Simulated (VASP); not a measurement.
V:

```
CELL_PARAMETERS angstrom
-1.50419 1.50419 1.50419
1.50419 -1.50419 1.50419
1.50419 1.50419 -1.50419
ATOMIC_POSITIONS crystal
V 0.00000 0.00000 0.00000
```

Base run:

```yaml
Program: VASP 6.6.1
Functional: r2SCAN
Potentials_or_basis: VASP PAW PBE potentials, release 64 (V_sv)
Cutoff: 520 eV
k_mesh: 12 × 12 × 12
Occupations: fermi-dirac, width 0.05 eV
Spin: collinear spin, ferromagnetic start
Starting_moments: "[2.0] μB"
```

Its results: pressure -4.1 GPa; net moment 0.00 μB per cell.

Problem. The run is repeated on the same cell with these changes: functional from r2SCAN to PBEsol. What comes out?

Solution. Pressure -8.7 GPa; net moment 0.00 μB per cell.

Caveats: the PAW data sets were made with another functional, which shifts forces and pressure a little.
